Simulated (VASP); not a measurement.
# ZrTi2B3 (P-6m2) in VASP: a series of runs, part 2 of 2

VASP 6.6.1.

**3. Relaxation of cell and atoms, PBE**

This run uses another cell than the first one, of 12.19 Å³/atom, 0.947 times its volume.

INCAR

```
SYSTEM = ZrTi2B3
PREC = Accurate ; ENCUT = 600
EDIFF = 1E-6 ; ISMEAR = 0
SIGMA = 0.2 ; LREAL = .False.
LASPH = .True. ; NELM = 60
ALGO = Normal ; ISIF = 3
LWAVE = .False. ; LCHARG = .False.
GGA = PE ; IBRION = 2
NSW = 36 ; EDIFFG = -0.08
```

KPOINTS

```
Automatic mesh
0
Gamma
  5 5 3
  0 0 0
```

POSCAR

```
ZrTi2B3
1.0
    4.0596308100      0.0000000000      0.0000000000
   -2.0298154100      3.5157434100      0.0000000000
    0.0000000000      0.0000000000      5.1243147700
Zr Ti B
1 2 3
Direct
    0.0000000000      0.0000000000      0.0000000000
    0.6666666700      0.3333333300      0.5000000000
    0.3333333300      0.6666666700      0.0000000000
    0.1726346400      0.8273653600      0.5000000000
    0.1726346400      0.3452692800      0.5000000000
    0.6547307200      0.8273653600      0.5000000000
```

Potentials or basis: VASP PAW PBE potentials, release 64 (Zr_sv, Ti_sv, B).

Started as:

```sh
> cat potpaw_PBE.64/Zr_sv/POTCAR potpaw_PBE.64/Ti_sv/POTCAR potpaw_PBE.64/B/POTCAR > POTCAR
> mpirun -np 1 vasp_std > vasp.out
```

OUTCAR:

```text
SYSTEM = ZrTi2B3
   PREC = Accurate
   ENCUT = 600
   EDIFF = 1E-6
   ISMEAR = 0
   LREAL = .False.
   LASPH = .True.
   NELM = 60
   ISIF = 3
   GGA = PE
   IBRION = 2
   NSW = 36
   EDIFFG = -0.08

 ion  position               nearest neighbor table
   1  0.000  0.000  0.000-   3 2.34   3 2.34   3 2.34   6 2.84   6 2.84   5 2.84   5 2.84   4 2.84
                             4 2.84
   2  0.667  0.333  0.500-   5 2.03   6 2.03   4 2.03   4 2.03   5 2.03   6 2.03
   3  0.333  0.667  0.000-   1 2.34   1 2.34   1 2.34
   4  0.173  0.827  0.500-   6 1.96   5 1.96   2 2.03   2 2.03   6 2.10   5 2.10   1 2.84   1 2.84

   5  0.173  0.345  0.500-   6 1.96   4 1.96   2 2.03   2 2.03   6 2.10   4 2.10   1 2.84   1 2.84

   6  0.655  0.827  0.500-   5 1.96   4 1.96   2 2.03   2 2.03   5 2.10   4 2.10   1 2.84   1 2.84

  LATTYP: Found a hexagonal cell.
 ALAT       =     4.0596308100
 C/A-ratio  =     1.2622612769

[... 291 lines left out ...]

[... ionic steps 4 to 12 ...]

--------------------------------------- Ionic step       13  -------------------------------------------

 number of electron      45.0000000 magnetization

------------------------ aborting loop because EDIFF is reached ----------------------------------------
[... 75 lines left out ...]
--------------------------------------- Ionic step       15  -------------------------------------------

 number of electron      44.9999997 magnetization

 Free energy of the ion-electron system (eV)
  ---------------------------------------------------
  ext. energy  EPLUGINS =         0.00000000
  ---------------------------------------------------
  free energy    TOTEN  =       -46.24037168 eV

  energy without entropy =      -46.13701148  energy(sigma->0) =      -46.18869158

 E-fermi :   7.7231     XC(G=0): -11.6002

 val. band max:        7.7079130854   @ k =   0.2000   0.0000   0.3333
 cond. band min:       7.7275532081   @ k =   0.4000   0.0000   0.0000
 fundamental gap:      0.0196401227
 Fermi energy:         7.7231100798

 k-point     1 :       0.0000    0.0000    0.0000
  band No.  band energies     occupation
      1     -49.1261      2.00000
      2     -48.2265      2.00000
      3     -40.3672      2.00000
      4     -25.4734      2.00000
      5     -25.3043      2.00000
      6     -25.3043      2.00000
[... 322 lines left out ...]
  FREE ENERGIE OF THE ION-ELECTRON SYSTEM (eV)
  ---------------------------------------------------
  free  energy   TOTEN  =       -46.2403716814 eV

  energy  without entropy=      -46.1370114836  energy(sigma->0) =      -46.18869158

 reached required accuracy - stopping structural energy minimisation
```

It took 4.6 min on 1 thread of Intel Xeon Platinum 8375C at 2.90GHz (Ice Lake), shared host; peak memory 0.22 GiB.

Results:

* Free energy: -46.2404 eV
* Relaxed volume: 12.83 Å³/atom
* Relaxed cell: a = 4.788 Å, b = 4.788 Å, c = 3.878 Å, α = 90.00°, β = 90.00°, γ = 120.00°
* Space group after relaxing (to 0.05 Å): P-6m2 (No. 187)
* Energy gained by relaxing: 1008.5 meV/atom
* Ionic steps: 15
* Pressure after relaxing: 0.5 GPa
* Largest force after relaxing: 0.031 eV/Å

Forces in eV/Å, atoms in the order of the input:
```
Zr   0.000  0.000  0.000
Ti   0.000  0.000  0.000
Ti   0.000  0.000  0.000
B   -0.027  0.015  0.000
B    0.000 -0.031  0.000
B    0.027  0.015  0.000
```

Stress tensor (GPa, compression positive):
```
0.46 0.00 0.00
0.00 0.46 0.00
0.00 0.00 0.55
```

The path:
```
step  energy change (eV)  largest force (eV/Å)  pressure (GPa)  volume (Å³)
   1              0.0000                0.1894           17.60        73.14
   2             -4.0422                0.5994          -16.69        85.63
   3             -4.1009                0.6570          -17.41        86.38
   4             -4.9959                1.4093           14.98        71.39
   5             -5.2317                1.2387            2.44        75.44
   6             -5.4759                1.2904            2.23        75.78
   7             -5.4654                0.5673            5.54        76.53
   8             -5.6808                1.0075            2.61        76.11
   9             -5.6997                0.5854            3.32        76.28
  10             -5.8319                0.0935            0.12        77.98
  11             -5.8539                0.2565           -1.41        79.03
  12             -5.9915                0.0525           -1.57        78.52
  13             -6.0483                0.0680           -1.37        77.82
  14             -6.0484                0.0660           -1.39        77.87
  15             -6.0510                0.0307            0.49        76.99
```

Final structure:
```
CELL_PARAMETERS angstrom
4.78775 0.00000 0.00000
-2.39388 4.14632 0.00000
0.00000 0.00000 3.87807
ATOMIC_POSITIONS crystal
Zr 0.00000 0.00000 0.00000
Ti 0.66667 0.33333 0.50000
Ti 0.33333 0.66667 0.00000
B 0.20576 0.79424 0.50000
B 0.20576 0.41153 0.50000
B 0.58847 0.79424 0.50000
```

Levels at points of the mesh, in eV from the Fermi level:
```
           k point  band 19  band 20  band 21  band 22  band 23  band 24  band 25  band 26
(0.00, 0.00, 0.00)    -1.84    -1.54    -1.54    -1.26     0.72     0.72     1.54     1.54
```

Caveat: the k points lie up to 0.54 Å⁻¹ apart in the final cell; the relaxation stopped at a loose force limit of 0.08 eV/Å, so its end isn't a converged minimum.

**4. Single point, PBE**

INCAR

```
PREC = Accurate
ENCUT = 520
EDIFF = 1E-7
ISMEAR = 0
SIGMA = 0.1
LREAL = False
LASPH = True
NELM = 60
ALGO = Normal
ISIF = 2
LWAVE = False
LCHARG = False
GGA = PE
NBANDS = 32
```

KPOINTS

```
Automatic mesh
0
Gamma
  6 6 8
```

POSCAR

```
ZrTi2B3
1.0
    4.7868725881      0.0000000000      0.0000000000
   -2.3934362940      4.1455532660      0.0000000000
    0.0000000000      0.0000000000      3.8856909351
Zr Ti B
1 2 3
Direct
    0.0000000000      0.0000000000      0.0000000000
    0.6666666667      0.3333333333      0.5000000000
    0.3333333333      0.6666666667      0.0000000000
    0.2056860605      0.7943139395      0.5000000000
    0.2056860605      0.4113721209      0.5000000000
    0.5886278791      0.7943139395      0.5000000000
```

Started as:

```sh
> cat potpaw_PBE.64/Zr_sv/POTCAR potpaw_PBE.64/Ti_sv/POTCAR potpaw_PBE.64/B/POTCAR > POTCAR
> mpirun -np 1 vasp_std > vasp.out
```

Wall time 85 s (1 thread of Intel Xeon Platinum 8375C at 2.90GHz (Ice Lake), shared host); peak memory 0.23 GiB.

It converged, with:

```
Free energy   : -46.1970 eV
Pressure      : 0.0 GPa
Largest force : 0.004 eV/Å
```

Forces in eV/Å, atoms in the order of the input:
```
Zr   0.000  0.000  0.000
Ti   0.000  0.000  0.000
Ti   0.000  0.000  0.000
B    0.004 -0.002  0.000
B    0.000  0.004  0.000
B   -0.004 -0.002  0.000
```

Levels at points of the mesh, in eV from the Fermi level:
```
           k point  band 20  band 21  band 22  band 23  band 24  band 25
(0.00, 0.00, 0.00)    -1.59    -1.59    -1.33     0.66     0.66     1.47
(0.50, 0.00, 0.00)    -1.45    -1.21    -0.62    -0.25     0.05     1.84
(0.00, 0.00, 0.50)    -1.00    -1.00    -0.57     0.14     0.14     1.98
(0.50, 0.00, 0.50)    -0.98    -0.83    -0.42    -0.40     0.51     1.54
```

**5. Overview**

| task | cell | k mesh | cutoff (eV) | smearing | gap on the mesh (eV) | pressure (GPa) | largest force (eV/Å) |
| --- | --- | --- | --- | --- | --- | --- | --- |
| single point | a = 4.794, b = 4.794, c = 3.880 Å, angles 90.0, 90.0, 120.0°, 6 atoms | 5 × 5 × 3 | 520 | gaussian 0.2 eV | none | 0.0 | 0.02 |
| relaxation of cell and atoms | relaxed from a = 4.060, b = 4.060, c = 5.124 Å, angles 90.0, 90.0, 120.0°, 6 atoms | 5 × 5 × 3 | 600 | gaussian 0.2 eV | none | 0.5 | 0.03 |
| single point | a = 4.787, b = 4.787, c = 3.886 Å, angles 90.0, 90.0, 120.0°, 6 atoms | 6 × 6 × 8 | 520 | gaussian 0.1 eV | none | 0.0 | - |

Alike in all rows: level PBE; potentials or basis VASP PAW PBE potentials, release 64 (Zr_sv, Ti_sv, B); no spin polarisation.

Caveats: some runs use coarse meshes; the relaxation stopped at a loose force limit of 0.08 eV/Å, so its end isn't a converged minimum (some runs).

Absolute energies hang on the potentials; compare differences alone.
